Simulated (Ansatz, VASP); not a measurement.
## One calculation of ZnS, two programs

Contents of INCAR:

```
SYSTEM = ZnS
ALGO = Normal
EDIFF = 1E-6
ENCUT = 500
GGA = PE
GGA_COMPAT = .False.
ISIF = 2
ISMEAR = 0
LASPH = .True.
LCHARG = .False.
LREAL = .False.
LWAVE = .False.
NBANDS = 16
NELM = 120
PREC = Accurate
SIGMA = 0.1
```

File KPOINTS:

```
k-points
0
Gamma
  6 6 6
  0 0 0
```

POSCAR

```
ZnS
1.0
    0.0000000000      2.7050000000      2.7050000000
    2.7050000000      0.0000000000      2.7050000000
    2.7050000000      2.7050000000      0.0000000000
Zn S
1 1
Direct
    0.0000000000      0.0000000000      0.0000000000
    0.2500000000      0.2500000000      0.2500000000
```

Input for Ansatz:

```yaml
crystal:
  lattice:
    - [0.0, 2.705, 2.705]
    - [2.705, 0.0, 2.705]
    - [2.705, 2.705, 0.0]
  atoms:
    - { symbol: Zn, position: [0.0, 0.0, 0.0] }
    - { symbol: S, position: [0.25, 0.25, 0.25] }
basis:
  ecutwfc: 420
kpoints:
  mp_grid: { grid: [6, 6, 6] }
hamiltonian:
  xc: pbe
  pseudopotentials: { kind: paw, azcp: { folder: soft_1 } }
scf:
  occupations: { method: gaussian, width: 0.1 }
output:
  forces: true
  stress: true
  eigenvalues: true
```

Alike in both runs: task single point; functional PBE; k mesh 6 × 6 × 6; occupations gaussian, width 0.1 eV; no spin polarisation.

|  | VASP | Ansatz |
| --- | --- | --- |
| version | VASP 6.6.1 | Ansatz 0.2.0 |
| potentials or method | VASP PAW PBE potentials, release 64 (Zn, S), cutoff 500 eV | scalar-relativistic, plane waves, PAW |
| valence electrons in the cell | 18 | 18 |

Ansatz gave:

```
gap on the k mesh at the Fermi level (eV) : 2.09
least direct gap on the mesh (eV)         : 2.09
pressure (GPa)                            : 1.4
```

**Question.** Estimate VASP's values.

**Answer.** gap on the k mesh at the Fermi level (eV): 2.10; least direct gap on the mesh (eV): 2.10; pressure (GPa): 1.5.

The functional is the same, so the differences come from potentials, cutoffs and numerics.
